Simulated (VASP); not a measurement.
# C in VASP: notebook, part 2 of 2

VASP 6.6.1. Earlier steps stand in the parts before.

### Step 5. Single point, LDA

The input, INCAR:

```
SYSTEM = C
PREC     = Accurate       ! precision mode
ENCUT    = 520            ! plane-wave cutoff, eV
EDIFF    = 1E-6           ! SCF threshold, eV
ISMEAR   = -1             ! smearing method
SIGMA    = 0.02           ! smearing width, eV
LREAL    = .FALSE.        ! projectors in reciprocal space
LASPH    = .TRUE.         ! aspherical terms in the spheres
NELM     = 60             ! most SCF steps
ALGO     = Normal         ! electronic algorithm
ISIF     = 2              ! what is computed and relaxed
LWAVE    = .FALSE.        ! write WAVECAR
LCHARG   = .FALSE.        ! write CHGCAR
LDIPOL   = .TRUE.       
IDIPOL   = 3            
DIPOL    = 0.5 0.5 0.500
NBANDS   = 21             ! bands
```

The input, KPOINTS:

```
Automatic mesh
0
G
  10 7 1
  0 0 0
```

The input, POSCAR:

```
C
1.0
    2.4973051747      0.0000000000      0.0000000000
    0.0000000000      3.5317228474      0.0000000000
    0.0000000000      0.0000000000     18.4973000000
C
6
Direct
    0.7500000000      0.0979665966      0.4395637417
    0.2500000000      0.9020334034      0.4395637417
    0.2500000000      0.6098846866      0.5000000011
    0.7500000000      0.3901153134      0.5000000011
    0.7500000000      0.0979665959      0.5604362572
    0.2500000000      0.9020334041      0.5604362572
```

The run is started by

```
> cat potpaw_LDA.64/C/POTCAR > POTCAR
> mpirun -np 1 vasp_std > vasp.out
```

Wall time 2.1 min (1 thread of Intel Xeon Platinum 8488C (Sapphire Rapids), shared host); peak memory 0.23 GiB.

Results (log left out):

```
Free energy            : -54.3243 eV
Largest force          : 0.058 eV/Å
Band gap on the k mesh : zero (band 12 reaches -2.18 eV, above the bottom of band 13 at -2.98 eV)
```

Forces in eV/Å, atoms in the order of the input:
```
C    0.000  0.022 -0.054
C    0.000 -0.022 -0.054
C    0.000 -0.023  0.000
C    0.000  0.023  0.000
C    0.000  0.022  0.054
C    0.000 -0.022  0.054
```

Levels at points of the mesh, in eV from the Fermi level:
```csv
k point,band 9,band 10,band 11,band 12,band 13,band 14,band 15,band 16
"(0.00, 0.00, 0.00)",-4.39,-2.26,-2.22,0.63,0.90,5.33,5.39,5.45
"(0.50, 0.00, 0.00)",-5.09,-5.09,-1.72,-1.72,1.33,1.33,6.74,6.74
```

### Step 6. Single point, LDA

The input, INCAR:

```
ALGO     = Normal         # electronic algorithm
EDIFF    = 1E-6           # SCF threshold, eV
ENCUT    = 520            # plane-wave cutoff, eV
GGA      = CA             # functional
ISIF     = 2              # what is computed and relaxed
ISMEAR   = -1             # smearing method
LASPH    = True           # aspherical terms in the spheres
LCHARG   = False          # write CHGCAR
LREAL    = False          # projectors in reciprocal space
LWAVE    = False          # write WAVECAR
NBANDS   = 21             # bands
NELM     = 100            # most SCF steps
PREC     = Accurate       # precision mode
SIGMA    = 0.02           # smearing width, eV
```

The input, KPOINTS:

```
k-points
0
Gamma
  10 7 1
```

POSCAR is that of step 5.

Potentials or basis: VASP PAW LDA potentials, release 64 (C).

The run is started by

```
> cat potpaw_LDA.64/C/POTCAR > POTCAR
> mpirun -np 1 vasp_std > vasp.out
```

Run time: 2.2 min. Hardware: 1 thread of Intel Xeon Platinum 8488C (Sapphire Rapids), shared host; peak memory 0.23 GiB.

Results (log left out):

| Quantity | Value |
| --- | --- |
| Free energy | -54.3243 eV |
| Largest force | 0.058 eV/Å |
| Band gap on the k mesh | zero (band 12 reaches -2.18 eV, above the bottom of band 13 at -2.98 eV) |

Forces in eV/Å, atoms in the order of the input:
```
C    0.000  0.022 -0.054
C    0.000 -0.022 -0.054
C    0.000 -0.023  0.000
C    0.000  0.023  0.000
C    0.000  0.022  0.054
C    0.000 -0.022  0.054
```

Levels at points of the mesh, in eV from the Fermi level:
```csv
k point,band 9,band 10,band 11,band 12,band 13,band 14,band 15,band 16
"(0.00, 0.00, 0.00)",-4.39,-2.26,-2.22,0.63,0.90,5.33,5.39,5.45
"(0.50, 0.00, 0.00)",-5.09,-5.09,-1.72,-1.72,1.33,1.33,6.74,6.74
```

### Step 7. Single point, LDA

The input, INCAR:

```
SYSTEM = C
PREC     = Accurate       ! precision mode
ENCUT    = 910            ! plane-wave cutoff, eV
EDIFF    = 1E-6           ! SCF threshold, eV
ISMEAR   = -1             ! smearing method
SIGMA    = 0.02           ! smearing width, eV
LREAL    = .FALSE.        ! projectors in reciprocal space
LASPH    = .TRUE.         ! aspherical terms in the spheres
NELM     = 120            ! most SCF steps
ALGO     = Normal         ! electronic algorithm
ISIF     = 2              ! what is computed and relaxed
LWAVE    = .FALSE.        ! write WAVECAR
LCHARG   = .FALSE.        ! write CHGCAR
LDIPOL   = .TRUE.       
IDIPOL   = 3            
DIPOL    = 0.5 0.5 0.500
NBANDS   = 21             ! bands
GGA_COMPAT= .FALSE.      
NELMDL   = -8
```

The input, KPOINTS:

```
Automatic mesh
0
G
  10 7 1
  0 0 0
```

POSCAR is that of step 6.

Potentials or basis: VASP PAW LDA potentials, release 64 (C_h).

The run is started by

```
> cat potpaw_LDA.64/C_h/POTCAR > POTCAR
> mpirun -np 1 vasp_std > vasp.out
```

OUTCAR:

```text
SYSTEM = C
   PREC = Accurate
   ENCUT = 910
   EDIFF = 1E-6
   ISMEAR = -1
   LREAL = .FALSE.
   LASPH = .TRUE.
   NELM = 120
   ISIF = 2
   NELMDL = -8

 ion  position               nearest neighbor table
   1  0.750  0.098  0.440-   2 1.43   2 1.43   4 1.52
   2  0.250  0.902  0.440-   1 1.43   1 1.43   3 1.52
   3  0.250  0.610  0.500-   4 1.47   4 1.47   6 1.52   2 1.52
   4  0.750  0.390  0.500-   3 1.47   3 1.47   5 1.52   1 1.52
   5  0.750  0.098  0.560-   6 1.43   6 1.43   4 1.52
   6  0.250  0.902  0.560-   5 1.43   5 1.43   3 1.52

  LATTYP: Found a simple orthorhombic cell.
 ALAT       =     2.4973051747
 B/A-ratio  =     1.4142135624
 C/A-ratio  =     7.4069041251

  Lattice vectors:

 A1 = (   2.4973051747,   0.0000000000,   0.0000000000)
 A2 = (   0.0000000000,   3.5317228474,   0.0000000000)
 A3 = (   0.0000000000,   0.0000000000,  18.4973000000)

Analysis of symmetry for initial positions (statically):
=====================================================================
 Subroutine PRICEL returns:
 Original cell was already a primitive cell.
[... 189 lines left out ...]

 k-point     1 :       0.0000    0.0000    0.0000
  band No.  band energies     occupation
      1     -23.5611      2.00000
      2     -18.6930      2.00000
      3     -15.5977      2.00000
      4     -14.6489      2.00000
      5     -10.3253      2.00000
      6      -9.4658      2.00000
[... 565 lines left out ...]
     20       9.5581      0.00000
     21       9.5814      0.00000

------------------------ aborting loop because EDIFF is reached ----------------------------------------

 vacuum level on the upper side and lower side of the slab       (xc-potential included)        -0.127        -0.127

  FORCE on cell =-STRESS in cart. coord.  units (eV):
  Direction    XX          YY          ZZ          XY          YZ          ZX
  --------------------------------------------------------------------------------------
  -------------------------------------------------------------------------------------
  Total       -2.2295760      9.0748874      0.0503402      0.0000000      0.0000000      0.0000000
  in kB      -21.8960756     89.1220680      0.4943781      0.0000000      0.0000000      0.0000000
  external PRESSURE =      22.5734568 kB  Pullay stress =       0.0000000 kB

 VOLUME and BASIS-vectors are now :
 -----------------------------------------------------------------------------
  energy-cutoff  :      910.00
  volume of cell :      163.14
      direct lattice vectors                 reciprocal lattice vectors
     2.497305175  0.000000000  0.000000000     0.400431637  0.000000000  0.000000000
     0.000000000  3.531722847  0.000000000     0.000000000  0.283147926  0.000000000
     0.000000000  0.000000000 18.497300000     0.000000000  0.000000000  0.054061944

 POSITION                                       TOTAL-FORCE (eV/Angst)
 -----------------------------------------------------------------------------------
      1.87298      0.34599      8.13074         0.000000      0.017668     -0.035552
      0.62433      3.18573      8.13074         0.000000     -0.017668     -0.035552
      0.62433      2.15394      9.24865         0.000000     -0.011422      0.000000
      1.87298      1.37778      9.24865         0.000000      0.011422      0.000000
      1.87298      0.34599     10.36656         0.000000      0.017668      0.035552
      0.62433      3.18573     10.36656         0.000000     -0.017668      0.035552
 -----------------------------------------------------------------------------------
    total drift:                                0.000000     -0.000000     -0.000002

  FREE ENERGIE OF THE ION-ELECTRON SYSTEM (eV)
  ---------------------------------------------------
  free  energy   TOTEN  =       -54.3884042937 eV

  energy  without entropy=      -54.3861672529  energy(sigma->0) =      -54.38728577

 vacuum level on the upper side and lower side of the slab         3.391         3.391
```

OSZICAR:

```text
N       E                     dE             d eps       ncg     rms          rms(c)
DAV:   1     0.237892738736E+03    0.23789E+03   -0.13026E+04  1008   0.141E+03
DAV:   2    -0.161471446560E+02   -0.25404E+03   -0.24027E+03  1557   0.250E+02
DAV:   3    -0.559777864008E+02   -0.39831E+02   -0.39379E+02  1252   0.116E+02
[... 15 lines left out ...]
DAV:  19    -0.543883136404E+02   -0.11778E-03   -0.15220E-05  1100   0.122E-02    0.270E-03
DAV:  20    -0.543883464359E+02   -0.32796E-04   -0.22324E-06  1054   0.649E-03    0.126E-03
DAV:  21    -0.543883946806E+02   -0.48245E-04   -0.37379E-06   981   0.480E-03    0.688E-04
DAV:  22    -0.543884012686E+02   -0.65879E-05   -0.16957E-07  1052   0.176E-03    0.394E-04
DAV:  23    -0.543884039433E+02   -0.26747E-05   -0.63587E-08   918   0.122E-03    0.928E-05
DAV:  24    -0.543884042937E+02   -0.35034E-06   -0.90573E-09   934   0.524E-04
   1 F= -.54388404E+02 E0= -.54387286E+02  d E =-.223704E-02
```

Run time: 3.7 min. Hardware: 1 thread of Intel Xeon Platinum 8375C at 2.90GHz (Ice Lake), shared host; peak memory 0.41 GiB.

Results:

| Item | Value |
| --- | --- |
| Free energy | -54.3884 eV |
| Largest force | 0.040 eV/Å |
| Band gap on the k mesh | zero (band 12 reaches -1.94 eV, above the bottom of band 13 at -2.75 eV) |

Forces in eV/Å, atoms in the order of the input:
```
C    0.000  0.018 -0.036
C    0.000 -0.018 -0.036
C    0.000 -0.011  0.000
C    0.000  0.011  0.000
C    0.000  0.018  0.036
C    0.000 -0.018  0.036
```

Levels at points of the mesh, in eV from the Fermi level:
| k point | band 9 | band 10 | band 11 | band 12 | band 13 | band 14 | band 15 | band 16 |
| --- | --- | --- | --- | --- | --- | --- | --- | --- |
| (0.00, 0.00, 0.00) | -4.39 | -2.26 | -2.22 | 0.64 | 0.90 | 5.33 | 5.39 | 5.45 |
| (0.50, 0.00, 0.00) | -5.09 | -5.09 | -1.72 | -1.72 | 1.33 | 1.33 | 6.75 | 6.75 |

Caveat: the cutoff is under 1.25 times the usual one of these potentials, so pressure, stress and relaxed cells hold a basis-set (Pulay) error.

### Step 8. Summary

| potentials or basis | cutoff (eV) | dipole correction | second run | gap on the mesh (eV) | largest force (eV/Å) |
| --- | --- | --- | --- | --- | --- |
| VASP PAW LDA potentials, release 64 (C) | 520 | yes | - | none | 0.06 |
| VASP PAW LDA potentials, release 64 (C) | 520 | no | - | none | 0.06 |
| VASP PAW LDA potentials, release 64 (C_h) | 910 | yes | hard_potentials | none | 0.04 |

Alike in all rows: task single point; level LDA; no spin polarisation; cell as given; k mesh 10 × 7 × 1; smearing fermi-dirac 0.02 eV.

Caveats: the cutoff is under 1.25 times the usual one of these potentials, so pressure, stress and relaxed cells hold a basis-set (Pulay) error (some runs).

Absolute energies hang on the potentials; compare differences alone.
